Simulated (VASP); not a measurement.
KPrI4, 6 atoms in the cell. Symmetry: P6/mmm, No. 191, hexagonal system. The conventional cell has a = 5.058 Å, b = 5.058 Å, c = 11.509 Å, α = 90.00°, β = 90.00°, γ = 120.00°. Within 4.2 Å of K (site symmetry 6/mmm) lie 2 I at 3.23 Å. Pr (site symmetry 6/mmm) has 8 I at 2.53 to 2.92 Å within 3.3 Å. I (site symmetry 6mm) has 1 Pr at 2.53 Å and 1 K at 3.23 Å within 3.3 Å. I (site symmetry -6m2) has 3 Pr at 2.92 Å and 9 I at 2.92 to 3.86 Å within 3.9 Å. The cell was built from a structure type or drawn by symmetry, and may not be a known phase.

- Program: VASP 6.6.1
- Task: relaxation of cell and atoms
- Functional: PBE
- Potentials or basis: VASP PAW PBE potentials, release 64 (K_sv, Pr_3, I), 4f in core
- Cutoff: 500 eV
- k mesh: 3 × 3 × 1
- Occupations: gaussian, width 0.15 eV
- Spin: no spin polarisation
- Dipole correction: no
- Mended: yes
- Further INCAR settings: ALGO = Normal; EDIFF = 1e-07; IBRION = 2; EDIFFG = -0.08; NSW = 36; ISIF = 3

Potentials or basis: VASP PAW PBE potentials, release 64 (K_sv, Pr_3, I), 4f in core.

Run with:

```console
$ cat potpaw_PBE.64/K_sv/POTCAR potpaw_PBE.64/Pr_3/POTCAR potpaw_PBE.64/I/POTCAR > POTCAR
$ mpirun -np 1 vasp_std > vasp.out
```

Hardware: 1 thread of Intel(R) Xeon(R) Platinum 8488C (Sapphire Rapids), with other jobs on the host.

Problem. Estimate the wall time of this run.

Solution. It took 7.9 min on 1 thread of Intel(R) Xeon(R) Platinum 8488C (Sapphire Rapids), with other jobs on the host, peak memory 0.39 GiB. Counts: scf iterations 131, k points 3, ion steps 10.
